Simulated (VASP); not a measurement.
Here is a VASP 6.6.1 calculation.

Contents of INCAR:

```
SYSTEM = Hf
PREC = Accurate ; ENCUT = 600
EDIFF = 1E-7 ; ISMEAR = 1
SIGMA = 0.1 ; LREAL = .False.
LASPH = .True. ; NELM = 100
ALGO = Normal ; ISIF = 8
LWAVE = .False. ; LCHARG = .False.
GGA = PE ; IBRION = 2
NSW = 80 ; EDIFFG = -0.02
```

Contents of KPOINTS:

```
regular mesh
0
Gamma
  15 15 8
  0 0 0
```

POSCAR

```
Hf
1.0
    3.1967000000      0.0000000000      0.0000000000
   -1.5983500000      2.7684230000      0.0000000000
    0.0000000000      0.0000000000      5.0578000000
Hf
2
Direct
    0.3333333333      0.6666666667      0.2500000000
    0.6666666667      0.3333333333      0.7500000000
```

Potentials or basis: VASP PAW PBE potentials, release 64 (Hf_pv).

Command:

```bash
$ cat potpaw_PBE.64/Hf_pv/POTCAR > POTCAR
$ mpirun -np 1 vasp_std > vasp.out
```

Problem. Predict the relaxed cell.

Solution. a = 3.200 Å, b = 3.200 Å, c = 5.063 Å, α = 90.00°, β = 90.00°, γ = 120.00°.

Problem. Estimate the space group after relaxing (to 0.1 Å).

Solution. P6_3/mmc (No. 194).

Problem. Predict the band gap on the k mesh.

Solution. Zero (bands 10 and 11 overlap by 1.61 eV).

Problem. What does it give for the relaxed volume?

Solution. 22.45 Å³/atom.

The path:
```tsv
step	energy change (eV)	largest force (eV/Å)	pressure (GPa)	volume (Å³)
1	0.0000	0.0000	0.32	44.76
2	0.0001	0.0000	-0.39	45.05
3	-0.0001	0.0000	0.00	44.89
```

Caveat: spin-orbit coupling is left out, which moves the levels of the heavy elements.
